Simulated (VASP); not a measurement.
# BiTe (I4mm) in VASP: further runs

BiTe is run at these levels: PBE; tasks: single point.

All numbers are computed with VASP 6.6.1; they aren't measurements. Logs are shortened: lines on timing, memory, paths and dates and some standing lists are left out, and cuts for length are marked.

## Step 1: The cell of the first run

It takes space group I4mm (No. 107, tetragonal). Conventional cell: a = 4.575 Å, b = 4.575 Å, c = 6.470 Å, α = 90.00°, β = 90.00°, γ = 90.00°. Within 4.0 Å of Bi (site symmetry 4mm) lie 6 Te at 3.03 to 3.44 Å. Within 4.0 Å of Te (site symmetry 4mm) lie 6 Bi at 3.03 to 3.44 Å.

## Step 2: Single point, PBE

Contents of INCAR:

```
  PREC = Accurate
  ENCUT = 520
  EDIFF = 1E-7
  ISMEAR = 0
  SIGMA = 0.15
  LREAL = F
  LASPH = T
  NELM = 60
  ALGO = Normal
  ISIF = 2
  LWAVE = F
  LCHARG = F
  GGA = PE
  NBANDS = 18
```

Contents of KPOINTS:

```
Automatic mesh
0
Gamma
  14 14 14
```

Contents of POSCAR:

```
BiTe
1.0
    0.0000000000      3.2350000000      3.2350000000
    3.2350000000      0.0000000000      3.2350000000
    3.2350000000      3.2350000000      0.0000000000
Bi Te
1 1
Direct
    0.0309119011      0.0309119011     -0.0309119011
    0.5000000000      0.5000000000      0.5000000000
```

Potentials or basis: VASP PAW PBE potentials, release 64 (Bi_d, Te).

Started as:

```bash
> cat potpaw_PBE.64/Bi_d/POTCAR potpaw_PBE.64/Te/POTCAR > POTCAR
> mpirun -np 1 vasp_std > vasp.out
```

OUTCAR:

```text
PREC = Accurate
   ENCUT = 520
   EDIFF = 1E-7
   ISMEAR = 0
   LREAL = F
   LASPH = T
   NELM = 60
   ISIF = 2
   GGA = PE

 ion  position               nearest neighbor table
   1  0.031  0.031  0.969-   2 3.03   2 3.24   2 3.24   2 3.24   2 3.24   2 3.44
   2  0.500  0.500  0.500-   1 3.03   1 3.24   1 3.24   1 3.24   1 3.24   1 3.44

  LATTYP: Found a face centered cubic cell.
 ALAT       =     6.4700000000

  Lattice vectors:

 A1 = (   0.0000000000,   3.2350000000,   3.2350000000)
 A2 = (   3.2350000000,   0.0000000000,   3.2350000000)
 A3 = (   3.2350000000,   3.2350000000,   0.0000000000)

Analysis of symmetry for initial positions (statically):
=====================================================================
 Subroutine PRICEL returns:
 Original cell was already a primitive cell.

 Routine SETGRP: Setting up the symmetry group for a
 face centered cubic supercell.

 Subroutine GETGRP returns: Found  8 space group operations
 (whereof  8 operations were pure point group operations)
 out of a pool of 48 trial point group operations.

The static configuration has the point symmetry C_4v.

Analysis of symmetry for dynamics (positions and initial velocities):
=====================================================================
 Subroutine PRICEL returns:
 Original cell was already a primitive cell.

 Routine SETGRP: Setting up the symmetry group for a
 face centered cubic supercell.

 Subroutine GETGRP returns: Found  8 space group operations
 (whereof  8 operations were pure point group operations)
 out of a pool of 48 trial point group operations.

The dynamic configuration has the point symmetry C_4v.

 Subroutine INISYM returns: Found  8 space group operations
 (whereof  8 operations are pure point group operations),
 and found     1 'primitive' translations

----------------------------------------------------------------------------------------

                                     Primitive cell

  volume of cell :      67.7100

  direct lattice vectors                    reciprocal lattice vectors
     0.000000000  3.235000000  3.235000000    -0.154559505  0.154559505  0.154559505
     3.235000000  0.000000000  3.235000000     0.154559505 -0.154559505  0.154559505
     3.235000000  3.235000000  0.000000000     0.154559505  0.154559505 -0.154559505

  length of vectors
     4.574980874  4.574980874  4.574980874     0.267704916  0.267704916  0.267704916

  position of ions in fractional coordinates (direct lattice)
     0.030911901  0.030911901  0.969088099
     0.500000000  0.500000000  0.500000000

  ion indices of the primitive-cell ions
   primitive index   ion index
                 1           1
                 2           2

----------------------------------------------------------------------------------------

 KPOINTS: Automatic mesh

Automatic generation of k-mesh.
 Grid dimensions read from file:
 generate k-points for:   14   14   14

 Generating k-lattice:

  Cartesian coordinates                     Fractional coordinates (reciprocal lattice)
    -0.011039965  0.011039965  0.011039965     0.071428571  0.000000000  0.000000000
     0.011039965 -0.011039965  0.011039965     0.000000000  0.071428571  0.000000000
     0.011039965  0.011039965 -0.011039965     0.000000000  0.000000000  0.071428571

  Length of vectors
     0.019121780  0.019121780  0.019121780

  Shift w.r.t. Gamma in fractional coordinates (k-lattice)
     0.000000000  0.000000000  0.000000000

 Subroutine IBZKPT returns following result:
 ===========================================

 Found    244 irreducible k-points:

 Following reciprocal coordinates:
            Coordinates               Weight
  0.000000  0.000000  0.000000      1.000000
  0.071429  0.000000  0.000000      8.000000
  0.142857  0.000000  0.000000      8.000000
  0.214286  0.000000  0.000000      8.000000
  0.285714  0.000000  0.000000      8.000000
  0.357143  0.000000  0.000000      8.000000
[... 16 lines left out ...]
 -0.428571  0.071429  0.000000      8.000000
  0.000000 -0.428571  0.071429     16.000000
 [... further k-points ...]
   k-points           NKPTS =    244   k-points in BZ     NKDIM =    244   number of bands    NBANDS=     18
   number of dos      NEDOS =    301   number of ions     NIONS =      2
   total plane-waves  NPLWV =  46656
   dimension x,y,z NGX =    36 NGY =   36 NGZ =   36
   dimension x,y,z NGXF=    72 NGYF=   72 NGZF=   72
   ions per type =               1   1
   NGX,Y,Z   is equivalent  to a cutoff of  13.08, 13.08, 13.08 a.u.
   NGXF,Y,Z  is equivalent  to a cutoff of  26.16, 26.16, 26.16 a.u.
 SYSTEM =  unknown system
   PREC   = accura    normal or accurate (medium, high low for compatibility)
   ISTART =      0    job   : 0-new  1-cont  2-samecut
   ICHARG =      2    charge: 1-file 2-atom 10-const
   ISPIN  =      1    spin polarized calculation?
   LNONCOLLINEAR =      F non collinear calculations
   LSORBIT =      F    spin-orbit coupling
   LASPH  =      T    aspherical Exc in radial PAW
   ENCUT  =  520.0 eV  38.22 Ry    6.18 a.u.   8.51  8.51  8.51*2*pi/ulx,y,z
   NELM   =     60;   NELMIN=  2; NELMDL= -5     # of ELM steps
   EDIFF  = 0.1E-06   stopping-criterion for ELM
   LREAL  =      F    real-space projection
   EDIFFG = 0.1E-05   stopping-criterion for IOM
   NSW    =      0    number of steps for IOM
   IBRION =     -1    ionic relax: 0-MD 1-quasi-New 2-CG
   NFREE  =      0    steps in history (QN), initial steepest desc. (CG)
   ISIF   =      2    stress and relaxation
   ISYM   =      2    0-nonsym 1-usesym 2-fastsym
   POTIM  = 0.5000    time-step for ionic-motion
   TEBEG  =    0.0;   TEEND  =   0.0 temperature during run
   PSTRESS=    0.0 pullay stress
   NELECT =      21.0000    total number of electrons
   NUPDOWN=      -1.0000    fix difference up-down
   EMIN   =  10.00;   EMAX   =-10.00  energy-range for DOS
   EFERMI =   0.00;   METHOD = LEGACY
   ISMEAR =     0;   SIGMA  =   0.15  broadening in eV -4-tet -1-fermi 0-gaus
   EFERMI_NEDOS =   21; number of points for ismear=-14 and -15
   IALGO  =     38    algorithm
   IMIX   =      4    mixing-type and parameters
     AMIX     =   0.40;   BMIX     =  1.00
     AMIX_MAG =   1.60;   BMIX_MAG =  1.00
  volume/ion in A,a.u.               =      33.86       228.46
  Fermi-wavevector in a.u.,A,eV,Ry     =   1.108146  2.094092 16.707785  1.227988
  Thomas-Fermi vector in A             =   2.244669
   LORBIT       =      0    0 simple, 1 ext, 2 COOP (PROOUT), +10 PAW based schemes
   GGA     = PE    functional components
   LHFCALC =     F    Hartree Fock is set to
   AEXX    =    0.0000 exact exchange contribution
   IVDW    =     0    specifies the selected vdW correction
   LEPSILON=     F    determine dielectric tensor
   LRPA    =     F    only Hartree local field effects (RPA)
 non-spin polarized calculation
 Gauss-broadening in eV      SIGMA  =   0.15
  energy-cutoff  :      520.00
  volume of cell :       67.71
 maximum number of plane-waves:      1845
 NGX is ok and might be reduce to    36
   NGX = 17   NGY = 17   NGZ = 17

 number of electron      21.0000001 magnetization

 Free energy of the ion-electron system (eV)
  ---------------------------------------------------
  ext. energy  EPLUGINS =         0.00000000
  ---------------------------------------------------
  free energy    TOTEN  =        -7.12795353 eV

  energy without entropy =       -7.11184033  energy(sigma->0) =       -7.11989693

 E-fermi :   6.7304     XC(G=0):  -9.4282

 val. band max:        6.7287648327   @ k =   0.2857   0.1429   0.0000
 cond. band min:       6.7336039629   @ k =   0.0000  -0.2857   0.2143
 fundamental gap:      0.0048391301
 Fermi energy:         6.7303843545

 k-point     1 :       0.0000    0.0000    0.0000
  band No.  band energies     occupation
      1     -16.5043      2.00000
      2     -16.4913      2.00000
      3     -16.4913      2.00000
      4     -16.4783      2.00000
      5     -16.4757      2.00000
      6      -6.9148      2.00000
[... 10 lines left out ...]
     17      12.7258      0.00000
     18      13.1824      0.00000

 k-point     2 :       0.0714    0.0000    0.0000
  band No.  band energies     occupation
      1     -16.5045      2.00000
      2     -16.4911      2.00000
      3     -16.4910      2.00000
      4     -16.4785      2.00000
      5     -16.4755      2.00000
      6      -6.8695      2.00000
[... 10 lines left out ...]
     17      13.0614      0.00000
     18      13.5417      0.00000

 k-point     3 :       0.1429    0.0000    0.0000
  band No.  band energies     occupation
      1     -16.5050      2.00000
      2     -16.4906      2.00000
      3     -16.4903      2.00000
      4     -16.4788      2.00000
      5     -16.4749      2.00000
      6      -6.7341      2.00000
[... 10 lines left out ...]
     17      13.8736      0.00000
     18      14.2971      0.00000

 k-point     4 :       0.2143    0.0000    0.0000
  band No.  band energies     occupation
      1     -16.5058      2.00000
      2     -16.4900      2.00000
      3     -16.4895      2.00000
      4     -16.4791      2.00000
      5     -16.4740      2.00000
      6      -6.5111      2.00000
[... 10 lines left out ...]
     17      14.9035      0.00000
     18      15.2768      0.00000

 k-point     5 :       0.2857    0.0000    0.0000
  band No.  band energies     occupation
      1     -16.5067      2.00000
      2     -16.4893      2.00000
      3     -16.4890      2.00000
      4     -16.4790      2.00000
      5     -16.4729      2.00000
      6      -6.2054      2.00000
[... 10 lines left out ...]
     17      15.8657      0.00000
     18      16.4227      0.00000

 k-point     6 :       0.3571    0.0000    0.0000
  band No.  band energies     occupation
      1     -16.5076      2.00000
      2     -16.4888      2.00000
      3     -16.4886      2.00000
      4     -16.4787      2.00000
      5     -16.4719      2.00000
      6      -5.8268      2.00000
[... 10 lines left out ...]
     17      16.0653      0.00000
     18      17.3704      0.00000

 k-point     7 :       0.4286    0.0000    0.0000
  band No.  band energies     occupation
      1     -16.5082      2.00000
      2     -16.4889      2.00000
      3     -16.4882      2.00000
      4     -16.4783      2.00000
      5     -16.4712      2.00000
      6      -5.4039      2.00000
[... 10 lines left out ...]
     17      15.3145      0.00000
     18      16.5392      0.00000

 k-point     8 :       0.5000    0.0000    0.0000
  band No.  band energies     occupation
      1     -16.5084      2.00000
      2     -16.4889      2.00000
      3     -16.4880      2.00000
      4     -16.4780      2.00000
      5     -16.4709      2.00000
      6      -5.1200      2.00000
[... 10 lines left out ...]
     17      14.8416      0.00000
     18      15.8177      0.00000
[... 229 lines left out ...]
     17      15.3599      0.00000
     18      16.3626      0.00000

 k-point    20 :       0.0000    0.4286    0.0714
  band No.  band energies     occupation
      1     -16.5077      2.00000
      2     -16.4891      2.00000
      3     -16.4881      2.00000
      4     -16.4790      2.00000
      5     -16.4709      2.00000
      6      -5.5204      2.00000
[... 10 lines left out ...]
     17      15.3747      0.00000
     18      16.3974      0.00000

 k-point    21 :       0.5000    0.0714    0.0000
  band No.  band energies     occupation
      1     -16.5089      2.00000
      2     -16.4884      2.00000
      3     -16.4877      2.00000
      4     -16.4779      2.00000
      5     -16.4714      2.00000
      6      -5.1327      2.00000
[... 10 lines left out ...]
     17      14.9573      0.00000
     18      15.8873      0.00000

 k-point    22 :       0.0000    0.5000    0.0714
  band No.  band energies     occupation
      1     -16.5082      2.00000
      2     -16.4889      2.00000
      3     -16.4879      2.00000
      4     -16.4785      2.00000
      5     -16.4707      2.00000
      6      -5.1436      2.00000
[... 10 lines left out ...]
     17      15.0055      0.00000
     18      15.9231      0.00000

 k-point    23 :      -0.4286    0.0714    0.0000
  band No.  band energies     occupation
      1     -16.5084      2.00000
      2     -16.4885      2.00000
      3     -16.4880      2.00000
      4     -16.4785      2.00000
      5     -16.4710      2.00000
      6      -5.2448      2.00000
[... 10 lines left out ...]
     17      15.2942      0.00000
     18      16.3043      0.00000

 k-point    24 :       0.0000   -0.4286    0.0714
  band No.  band energies     occupation
      1     -16.5083      2.00000
      2     -16.4888      2.00000
      3     -16.4879      2.00000
      4     -16.4783      2.00000
      5     -16.4710      2.00000
      6      -5.2426      2.00000
[... 10 lines left out ...]
     17      15.3073      0.00000
     18      16.2803      0.00000

 [... further k-points ...]
[... 5 lines left out ...]
  --------------------------------------------------------------------------------------
  -------------------------------------------------------------------------------------
  Total        0.4589854      0.4589854      0.8819225      0.0000000      0.0000000      0.0000000
  in kB       10.8606705     10.8606705     20.8683514      0.0000000      0.0000000      0.0000000
  external PRESSURE =      14.1965642 kB  Pullay stress =       0.0000000 kB

 VOLUME and BASIS-vectors are now :
 -----------------------------------------------------------------------------
  energy-cutoff  :      520.00
  volume of cell :       67.71
      direct lattice vectors                 reciprocal lattice vectors
     0.000000000  3.235000000  3.235000000    -0.154559505  0.154559505  0.154559505
     3.235000000  0.000000000  3.235000000     0.154559505 -0.154559505  0.154559505
     3.235000000  3.235000000  0.000000000     0.154559505  0.154559505 -0.154559505

 POSITION                                       TOTAL-FORCE (eV/Angst)
 -----------------------------------------------------------------------------------
      3.23500      3.23500      0.20000         0.000000      0.000000     -0.541665
      3.23500      3.23500      3.23500         0.000000      0.000000      0.541665
 -----------------------------------------------------------------------------------
    total drift:                                0.000000      0.000000      0.000439

  FREE ENERGIE OF THE ION-ELECTRON SYSTEM (eV)
  ---------------------------------------------------
  free  energy   TOTEN  =        -7.1279535307 eV

  energy  without entropy=       -7.1118403262  energy(sigma->0) =       -7.11989693
```

It took 1.7 min on 1 thread of Intel Xeon 6975P-C (Granite Rapids), shared host; peak memory 0.43 GiB.

Results:

| Property | Result |
| --- | --- |
| Free energy | -7.1280 eV |
| Pressure | 1.4 GPa |
| Largest force | 0.542 eV/Å |
| Band gap on the k mesh | zero (an odd number of electrons rules out a gap without spin polarisation) |

Forces in eV/Å, atoms in the order of the input:
```
Bi   0.000  0.000 -0.542
Te   0.000  0.000  0.542
```

Stress tensor (GPa, compression positive):
```
1.09 0.00 0.00
0.00 1.09 0.00
0.00 0.00 2.09
```

Caveat: the cell differs from its parent crystal (all Bi atoms moved -0.200 Å, as atom 1 towards its neighbour atom 2 (Te) at 3.235 Å); spin-orbit coupling is left out, which moves the levels of the heavy elements.

## Step 3: Single point, PBE

Contents of INCAR:

```
ALGO = Normal
EDIFF = 1E-6
ENCUT = 520
GGA = PE
ISIF = 2
ISMEAR = 0
LASPH = T
LCHARG = F
LREAL = F
LWAVE = F
NBANDS = 18
NELM = 100
PREC = Accurate
SIGMA = 0.15
```

Contents of KPOINTS:

```
k-points
0
Gamma
  14 14 14
```

POSCAR: that of step 2 with these lines changed.

```diff
@@ -8,3 +8,3 @@
 Direct
-    0.0309119011      0.0309119011     -0.0309119011
+   -0.0231839258     -0.0231839258      0.0231839258
     0.5000000000      0.5000000000      0.5000000000
```

Potentials or basis: VASP PAW PBE potentials, release 64 (Bi_d, Te).

Started as:

```bash
> cat potpaw_PBE.64/Bi_d/POTCAR potpaw_PBE.64/Te/POTCAR > POTCAR
> mpirun -np 1 vasp_std > vasp.out
```

It took 92 s on 1 thread of Intel Xeon 6975P-C (Granite Rapids), shared host; peak memory 0.43 GiB.

Results (log left out):

| Property | Result |
| --- | --- |
| Free energy | -7.1512 eV |
| Pressure | 1.1 GPa |
| Largest force | 0.392 eV/Å |
| Band gap on the k mesh | zero (an odd number of electrons rules out a gap without spin polarisation) |

Forces on the atoms (eV/Å):
```
Bi   0.000  0.000  0.392
Te   0.000  0.000 -0.392
```

Stress tensor (GPa, compression positive):
```
0.90 0.00 0.00
0.00 0.90 0.00
0.00 0.00 1.47
```

Levels at points of the mesh, in eV from the Fermi level:
| k point | band 6 | band 7 | band 8 | band 9 | band 10 | band 11 | band 12 | band 13 | band 14 | band 15 |
| --- | --- | --- | --- | --- | --- | --- | --- | --- | --- | --- |
| (0.00, 0.00, 0.00) | -13.60 | -8.16 | -2.66 | -2.57 | -2.57 | 2.00 | 2.00 | 2.15 | 4.63 | 4.70 |
| (0.50, 0.00, 0.00) | -11.75 | -11.19 | -2.14 | -1.99 | -1.71 | -0.80 | -0.65 | -0.49 | 7.15 | 7.83 |
| (0.50, 0.50, 0.00) | -11.79 | -10.11 | -5.65 | -4.07 | -4.07 | 2.20 | 3.55 | 3.55 | 4.96 | 8.62 |
| (0.00, 0.50, 0.50) | -11.86 | -9.98 | -5.71 | -4.08 | -4.04 | 1.97 | 3.59 | 3.74 | 4.90 | 8.60 |

Caveat: the cell differs from its parent crystal (all Bi atoms moved +0.150 Å, as atom 1 towards its neighbour atom 2 (Te) at 3.235 Å); spin-orbit coupling is left out, which moves the levels of the heavy elements.
